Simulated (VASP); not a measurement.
# In3Se (Pm-3m) in VASP: notebook

Aim: see how the results for In3Se move with the level of theory and the settings. Levels: PBE, r2SCAN. Tasks: single point.

Everything below comes from runs of VASP 6.6.1. Logs are shortened: lines on timing, memory, paths and dates and some standing lists are left out, and cuts for length are marked.

## 1. The cell of the first run

The structure is cubic, space group Pm-3m (No. 221). The conventional cell has a = 4.804 Å, b = 4.804 Å, c = 4.804 Å, α = 90.00°, β = 90.00°, γ = 90.00°. Within 4.5 Å of In (site symmetry 4/mmm) lie 8 In at 3.40 Å and 4 Se at 3.40 Å. Se (site symmetry m-3m) has 12 In at 3.40 Å within 4.5 Å.

## 2. Single point, PBE

INCAR reads:

```
PREC     = Accurate       # precision mode
ENCUT    = 520            # plane-wave cutoff, eV
EDIFF    = 1E-6           # SCF threshold, eV
ISMEAR   = 0              # smearing method
SIGMA    = 0.1            # smearing width, eV
LREAL    = F              # projectors in reciprocal space
LASPH    = T              # aspherical terms in the spheres
NELM     = 100            # most SCF steps
ALGO     = Normal         # electronic algorithm
ISIF     = 2              # what is computed and relaxed
LWAVE    = F              # write WAVECAR
LCHARG   = F              # write CHGCAR
GGA      = PE             # functional
NBANDS   = 30             # bands
```

KPOINTS reads:

```
regular mesh
0
Gamma
  10 10 10
```

POSCAR reads:

```
In3Se
1.0
    4.8037580000      0.0000000000      0.0000000000
    0.0000000000      4.8037580000      0.0000000000
    0.0000000000      0.0000000000      4.8037580000
In Se
3 1
Direct
    0.0000000000      0.5000000000      0.5000000000
    0.5000000000      0.0000000000      0.5000000000
    0.5000000000      0.5000000000      0.0000000000
    0.0000000000      0.0000000000      0.0000000000
```

Potentials or basis: VASP PAW PBE potentials, release 64 (In_d, Se).

Launch:

```
cat potpaw_PBE.64/In_d/POTCAR potpaw_PBE.64/Se/POTCAR > POTCAR
mpirun -np 1 vasp_std > vasp.out
```

OUTCAR:

```text
PREC = Accurate
   ENCUT = 520
   EDIFF = 1E-6
   ISMEAR = 0
   LREAL = F
   LASPH = T
   NELM = 100
   ISIF = 2
   GGA = PE

 ion  position               nearest neighbor table
   1  0.000  0.500  0.500-   2 3.40   3 3.40   4 3.40   3 3.40   4 3.40   2 3.40   4 3.40   4 3.40
                             2 3.40   3 3.40   3 3.40   2 3.40
   2  0.500  0.000  0.500-   1 3.40   3 3.40   4 3.40   3 3.40   4 3.40   1 3.40   3 3.40   3 3.40
                             1 3.40   4 3.40   4 3.40   1 3.40
   3  0.500  0.500  0.000-   1 3.40   2 3.40   4 3.40   1 3.40   2 3.40   2 3.40   4 3.40   2 3.40
                             1 3.40   4 3.40   1 3.40   4 3.40
   4  0.000  0.000  0.000-   1 3.40   2 3.40   3 3.40   1 3.40   2 3.40   1 3.40   3 3.40   1 3.40
                             2 3.40   3 3.40   2 3.40   3 3.40

  LATTYP: Found a simple cubic cell.
 ALAT       =     4.8037580000

  Lattice vectors:

 A1 = (   4.8037580000,   0.0000000000,   0.0000000000)
 A2 = (   0.0000000000,   4.8037580000,   0.0000000000)
 A3 = (   0.0000000000,   0.0000000000,   4.8037580000)

Analysis of symmetry for initial positions (statically):
=====================================================================
 Subroutine PRICEL returns:
 Original cell was already a primitive cell.

 Routine SETGRP: Setting up the symmetry group for a
 simple cubic supercell.

 Subroutine GETGRP returns: Found 48 space group operations
 (whereof 48 operations were pure point group operations)
 out of a pool of 48 trial point group operations.

The static configuration has the point symmetry O_h .

Analysis of symmetry for dynamics (positions and initial velocities):
=====================================================================
 Subroutine PRICEL returns:
 Original cell was already a primitive cell.

 Routine SETGRP: Setting up the symmetry group for a
 simple cubic supercell.

 Subroutine GETGRP returns: Found 48 space group operations
 (whereof 48 operations were pure point group operations)
 out of a pool of 48 trial point group operations.

The dynamic configuration has the point symmetry O_h .

 Subroutine INISYM returns: Found 48 space group operations
 (whereof 48 operations are pure point group operations),
 and found     1 'primitive' translations

----------------------------------------------------------------------------------------

                                     Primitive cell

[... 82 lines left out ...]
   NGX,Y,Z   is equivalent  to a cutoff of  12.46, 12.46, 12.46 a.u.
   NGXF,Y,Z  is equivalent  to a cutoff of  24.92, 24.92, 24.92 a.u.
 SYSTEM =  unknown system
   PREC   = accura    normal or accurate (medium, high low for compatibility)
   ISTART =      0    job   : 0-new  1-cont  2-samecut
   ICHARG =      2    charge: 1-file 2-atom 10-const
   ISPIN  =      1    spin polarized calculation?
   LNONCOLLINEAR =      F non collinear calculations
   LSORBIT =      F    spin-orbit coupling
   LASPH  =      T    aspherical Exc in radial PAW
   ENCUT  =  520.0 eV  38.22 Ry    6.18 a.u.   8.93  8.93  8.93*2*pi/ulx,y,z
   NELM   =    100;   NELMIN=  2; NELMDL= -5     # of ELM steps
   EDIFF  = 0.1E-05   stopping-criterion for ELM
   LREAL  =      F    real-space projection
[... 7 lines left out ...]
   TEBEG  =    0.0;   TEEND  =   0.0 temperature during run
   PSTRESS=    0.0 pullay stress
   NELECT =      45.0000    total number of electrons
   NUPDOWN=      -1.0000    fix difference up-down
   EMIN   =  10.00;   EMAX   =-10.00  energy-range for DOS
   EFERMI =   0.00;   METHOD = LEGACY
   ISMEAR =     0;   SIGMA  =   0.10  broadening in eV -4-tet -1-fermi 0-gaus
   EFERMI_NEDOS =   21; number of points for ismear=-14 and -15
   IALGO  =     38    algorithm
   IMIX   =      4    mixing-type and parameters
     AMIX     =   0.40;   BMIX     =  1.00
     AMIX_MAG =   1.60;   BMIX_MAG =  1.00
  volume/ion in A,a.u.               =      27.71       187.02
  Fermi-wavevector in a.u.,A,eV,Ry     =   1.212173  2.290675 19.991897  1.469363
  Thomas-Fermi vector in A             =   2.347665
   LORBIT       =      0    0 simple, 1 ext, 2 COOP (PROOUT), +10 PAW based schemes
   GGA     = PE    functional components
   LHFCALC =     F    Hartree Fock is set to
   AEXX    =    0.0000 exact exchange contribution
   IVDW    =     0    specifies the selected vdW correction
   LEPSILON=     F    determine dielectric tensor
   LRPA    =     F    only Hartree local field effects (RPA)
 non-spin polarized calculation
 Gauss-broadening in eV      SIGMA  =   0.10
  energy-cutoff  :      520.00
  volume of cell :      110.85
 maximum number of plane-waves:      3016
 NGX is ok and might be reduce to    36
   NGX = 17   NGY = 17   NGZ = 17

 number of electron      45.0000024 magnetization

 Free energy of the ion-electron system (eV)
  ---------------------------------------------------
  ext. energy  EPLUGINS =         0.00000000
  ---------------------------------------------------
  free energy    TOTEN  =       -11.68425076 eV

  energy without entropy =      -11.67471200  energy(sigma->0) =      -11.67948138

 E-fermi :   5.9305     XC(G=0):  -9.7403

 val. band max:        5.9292846127   @ k =   0.4000   0.2000   0.2000
 cond. band min:       5.9321517205   @ k =   0.4000   0.3000   0.1000
 fundamental gap:      0.0028671078
 Fermi energy:         5.9304503461

 k-point     1 :       0.0000    0.0000    0.0000
  band No.  band energies     occupation
      1      -8.8372      2.00000
      2      -8.8341      2.00000
      3      -8.8341      2.00000
      4      -8.8341      2.00000
      5      -8.7149      2.00000
      6      -8.7149      2.00000
[... 781 lines left out ...]
     29      10.7644      0.00000
     30      12.7189      0.00000

 [... further k-points ...]
[... 5 lines left out ...]
  --------------------------------------------------------------------------------------
  -------------------------------------------------------------------------------------
  Total       -0.2376827     -0.2376827     -0.2376827     -0.0000000      0.0000000     -0.0000000
  in kB       -3.4353014     -3.4353014     -3.4353014     -0.0000000      0.0000000     -0.0000000
  external PRESSURE =      -3.4353014 kB  Pullay stress =       0.0000000 kB

 VOLUME and BASIS-vectors are now :
 -----------------------------------------------------------------------------
  energy-cutoff  :      520.00
  volume of cell :      110.85
      direct lattice vectors                 reciprocal lattice vectors
     4.803758000  0.000000000  0.000000000     0.208170353  0.000000000  0.000000000
     0.000000000  4.803758000  0.000000000     0.000000000  0.208170353  0.000000000
     0.000000000  0.000000000  4.803758000     0.000000000  0.000000000  0.208170353

 POSITION                                       TOTAL-FORCE (eV/Angst)
 -----------------------------------------------------------------------------------
      0.00000      2.40188      2.40188         0.000000      0.000000      0.000000
      2.40188      0.00000      2.40188         0.000000      0.000000      0.000000
      2.40188      2.40188      0.00000         0.000000      0.000000      0.000000
      0.00000      0.00000      0.00000         0.000000      0.000000      0.000000
 -----------------------------------------------------------------------------------
    total drift:                                0.000000      0.000000      0.000000

  FREE ENERGIE OF THE ION-ELECTRON SYSTEM (eV)
  ---------------------------------------------------
  free  energy   TOTEN  =       -11.6842507619 eV

  energy  without entropy=      -11.6747119996  energy(sigma->0) =      -11.67948138
```

OSZICAR:

```text
N       E                     dE             d eps       ncg     rms          rms(c)
DAV:   1     0.406228349990E+03    0.40623E+03   -0.21322E+04  3366   0.187E+03
DAV:   2     0.300601983073E+02   -0.37617E+03   -0.36771E+03  3378   0.448E+02
DAV:   3    -0.101168352526E+02   -0.40177E+02   -0.38843E+02  4152   0.160E+02
DAV:   4    -0.119406623915E+02   -0.18238E+01   -0.18184E+01  3884   0.357E+01
DAV:   5    -0.120191969747E+02   -0.78535E-01   -0.78529E-01  4842   0.662E+00    0.405E+00
DAV:   6    -0.116872472039E+02    0.33195E+00   -0.10636E+00  5032   0.782E+00    0.231E+00
DAV:   7    -0.116882125568E+02   -0.96535E-03   -0.15280E-01  3848   0.180E+00    0.978E-01
DAV:   8    -0.116848206202E+02    0.33919E-02   -0.13125E-02  4830   0.671E-01    0.239E-01
DAV:   9    -0.116842287287E+02    0.59189E-03   -0.41342E-03  4708   0.362E-01    0.101E-01
DAV:  10    -0.116842353816E+02   -0.66529E-05   -0.47220E-04  4498   0.186E-01    0.396E-02
DAV:  11    -0.116842519766E+02   -0.16595E-04   -0.68189E-05  4052   0.459E-02    0.141E-02
DAV:  12    -0.116842507968E+02    0.11798E-05   -0.51354E-06  3470   0.172E-02    0.800E-03
DAV:  13    -0.116842507619E+02    0.34918E-07   -0.27034E-07  2292   0.453E-03
   1 F= -.11684251E+02 E0= -.11679481E+02  d E =-.953876E-02
```

Run time: 2.9 min. Hardware: 1 thread of Intel Xeon 8259CL, shared host; peak memory 0.3 GiB.

Results:

```
Free energy            : -11.6843 eV
Pressure               : -0.3 GPa
Band gap on the k mesh : zero (an odd number of electrons rules out a gap without spin polarisation)
```

Levels at points of the mesh, in eV from the Fermi level:
| k point | band 20 | band 21 | band 22 | band 23 | band 24 | band 25 |
| --- | --- | --- | --- | --- | --- | --- |
| (0.00, 0.00, 0.00) | -3.22 | -2.20 | -2.20 | 1.16 | 1.16 | 1.16 |
| (0.50, 0.00, 0.00) | -2.41 | -1.65 | -1.02 | -0.06 | -0.06 | 1.44 |
| (0.50, 0.50, 0.00) | -1.92 | -0.81 | -0.68 | -0.68 | 1.41 | 1.81 |
| (0.50, 0.50, 0.50) | -4.11 | -4.11 | -4.11 | -3.16 | 3.03 | 3.03 |

Caveat: spin-orbit coupling is left out, which moves the levels of the heavy elements.

## 3. Single point, r2SCAN

POSCAR is that of step 2.

INCAR.step1 reads:

```
SYSTEM = In3Se
ALGO = Normal
EDIFF = 1E-4
ENCUT = 520
GGA = PE
ISMEAR = 0
LASPH = .True.
LCHARG = .False.
LREAL = .False.
LWAVE = .True.
NBANDS = 30
NELM = 80
PREC = Accurate
SIGMA = 0.1
```

INCAR.step2 reads:

```
SYSTEM = In3Se
ALGO = Normal
EDIFF = 1E-6
ENCUT = 520
ISIF = 2
ISMEAR = 0
ISTART = 1
LASPH = .True.
LCHARG = .False.
LMIXTAU = .True.
LREAL = .False.
LWAVE = .False.
METAGGA = R2SCAN
NBANDS = 30
NELM = 80
PREC = Accurate
SIGMA = 0.1
```

KPOINTS reads:

```
k-points
0
Gamma
  10 10 10
  0 0 0
```

Potentials or basis: VASP PAW PBE potentials, release 64 (In_d, Se).

Launch:

```
cat potpaw_PBE.64/In_d/POTCAR potpaw_PBE.64/Se/POTCAR > POTCAR
cp INCAR.step1 INCAR
mpirun -np 1 vasp_std > vasp.out
cp INCAR.step2 INCAR
mpirun -np 1 vasp_std > vasp.out
```

Run time: 13 min. Hardware: 1 thread of AMD EPYC 7R13, shared host; peak memory 0.29 GiB.

It converged, with:

```yaml
Free_energy: -82.4894 eV
Pressure: -1.3 GPa
Band_gap_on_the_k_mesh: zero (an odd number of electrons rules out a gap without spin polarisation)
```

Levels at points of the mesh, in eV from the Fermi level:
```csv
k point,band 18,band 19,band 20,band 21,band 22,band 23,band 24,band 25,band 26,band 27
"(0.00, 0.00, 0.00)",-3.45,-3.45,-3.45,-2.20,-2.20,1.11,1.11,1.11,4.43,4.43
"(0.50, 0.00, 0.00)",-5.06,-2.64,-2.64,-1.65,-1.19,-0.09,-0.09,1.62,3.92,3.95
"(0.50, 0.50, 0.00)",-6.10,-5.93,-2.15,-0.78,-0.78,-0.71,1.48,1.90,1.93,1.93
"(0.50, 0.50, 0.50)",-4.47,-4.47,-4.33,-4.33,-4.33,-3.41,3.15,3.15,3.15,8.33
```

Caveat: the PAW data sets were made with another functional, which shifts forces and pressure a little; spin-orbit coupling is left out, which moves the levels of the heavy elements.

The gap in the log of VASP goes by the Fermi energy; the results here count the filled bands.